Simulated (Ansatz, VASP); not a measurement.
BP in VASP and in Ansatz

```
CELL_PARAMETERS angstrom
3.20339 0.00000 0.00000
-1.60170 2.77422 0.00000
0.00000 0.00000 23.80000
ATOMIC_POSITIONS crystal
B 0.33333 0.66667 0.29412
P 0.66667 0.33333 0.29412
```

Alike in both runs: functional PBE; dispersion D4; k mesh 12 × 12 × 1; occupations gaussian, width 0.03 eV; no spin polarisation.

Ansatz relaxed the structure, and its values are those at the end. VASP's run is a single point on that final structure, the one shown.

```csv
,VASP,Ansatz
version,VASP 6.6.1,Ansatz 0.2.0
potentials or method,"VASP PAW PBE potentials, release 64 (B, P), cutoff 420 eV","scalar-relativistic, plane waves, PAW"
valence electrons in the cell,8,8
```

```csv
,VASP,Ansatz,Ansatz less VASP
gap on the k mesh at the Fermi level (eV),0.90,0.89,-0.013
least direct gap on the mesh (eV),0.90,0.89,-0.013
```

Ansatz's warnings: slab cell height set, structure snapped to symmetry.
